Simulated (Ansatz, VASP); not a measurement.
## Two plane-wave programs on NbFe2N3

```
CELL_PARAMETERS angstrom
5.80621 0.00000 0.00000
-2.90311 5.02833 0.00000
0.00000 0.00000 2.62424
ATOMIC_POSITIONS crystal
Nb 0.00000 0.00000 0.50000
Fe 0.33333 0.66667 0.00000
Fe 0.66667 0.33333 0.00000
N 0.50000 0.00000 0.00000
N 0.00000 0.50000 0.00000
N 0.50000 0.50000 0.00000
```

Alike in both runs: functional PBE; k mesh 6 × 6 × 14; occupations gaussian, width 0.1 eV; no spin polarisation.

Ansatz relaxed the structure, and its values are those at the end. VASP's run is a single point on that final structure, the one shown.

|  | VASP | Ansatz |
| --- | --- | --- |
| version | VASP 6.6.1 | Ansatz 0.2.0 |
| potentials or method | VASP PAW PBE potentials, release 64 (Nb_sv, Fe, N), cutoff 520 eV | scalar-relativistic, plane waves, PAW |
| valence electrons in the cell | 44 | 60 |

|  | VASP | Ansatz | Ansatz less VASP |
| --- | --- | --- | --- |
| gap on the k mesh at the Fermi level (eV) | none | none | - |
| pressure (GPa) | 1.5 | 0.0 | -1.49 |

A gap of «none» marks a metal or a gap that the smearing closes. VASP's potentials hold 44 valence electrons a cell and Ansatz's 60, so a difference there can come from the potentials and not from the codes.
